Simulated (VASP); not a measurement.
Wanted: the native input for a VASP 6.6.1 run.

| Item | Value |
| --- | --- |
| Task | single point |
| Functional | PBE |
| Potentials or basis | VASP PAW PBE potentials, release 64 (As, In_d, Sb) |
| Cutoff | 520 eV |
| k mesh | 6 × 6 × 6 |
| Occupations | fermi-dirac, width 0.02 eV |
| Spin | no spin polarisation |
| Dipole correction | no |
| Further INCAR settings | ALGO = Normal; EDIFF = 1e-06; NBANDS = 46 |

The structure of In4SbAs3 lies in POSCAR:

```
In4SbAs3
1.0
   -3.1508314045      3.1508314045      6.2924405230
    3.1508314045     -3.1508314045      6.2924405230
    3.1508314045      3.1508314045     -6.2924405230
As In Sb
3 4 1
Direct
    0.2500000000      0.7500000000      0.5000000000
    0.5000000000      0.5000000000      0.0000000000
    0.7500000000      0.2500000000      0.5000000000
    0.8681772510      0.3899194898      0.0000000000
    0.1318227490      0.1318227490      0.5217422388
    0.3899194898      0.8681772510      0.0000000000
    0.6100805102      0.6100805102      0.4782577612
    0.0000000000      0.0000000000      0.0000000000
```

These files were run (other wordings do the same):

INCAR

```
SYSTEM = In4SbAs3
PREC     = Accurate       ! precision mode
ENCUT    = 520            ! plane-wave cutoff, eV
EDIFF    = 1E-6           ! SCF threshold, eV
ISMEAR   = -1             ! smearing method
SIGMA    = 0.02           ! smearing width, eV
LREAL    = .FALSE.        ! projectors in reciprocal space
LASPH    = .TRUE.         ! aspherical terms in the spheres
NELM     = 100            ! most SCF steps
ALGO     = Normal         ! electronic algorithm
ISIF     = 2              ! what is computed and relaxed
LWAVE    = .FALSE.        ! write WAVECAR
LCHARG   = .TRUE.         ! write CHGCAR
GGA      = PE             ! functional
LELF     = .TRUE.         ! ELF
LVHAR    = .TRUE.       
NBANDS   = 46             ! bands
```

KPOINTS

```
regular mesh
0
G
  6 6 6
  0 0 0
```

Potentials or basis: VASP PAW PBE potentials, release 64 (As, In_d, Sb).

Run with:

```sh
$ cat potpaw_PBE.64/As/POTCAR potpaw_PBE.64/In_d/POTCAR potpaw_PBE.64/Sb/POTCAR > POTCAR
$ mpirun -np 1 vasp_std > vasp.out
```

Results of the run:

```yaml
Pressure: 0.0 GPa
Largest_force: 0.007 eV/Å
Band_gap_on_the_k_mesh: zero (filled and empty bands touch)
```

Caveat: spin-orbit coupling is left out, which moves the levels of the heavy elements.

It took 12 min on 1 thread of Oxide Virtual Turin-like Processor (shared host), peak memory 0.6 GiB.
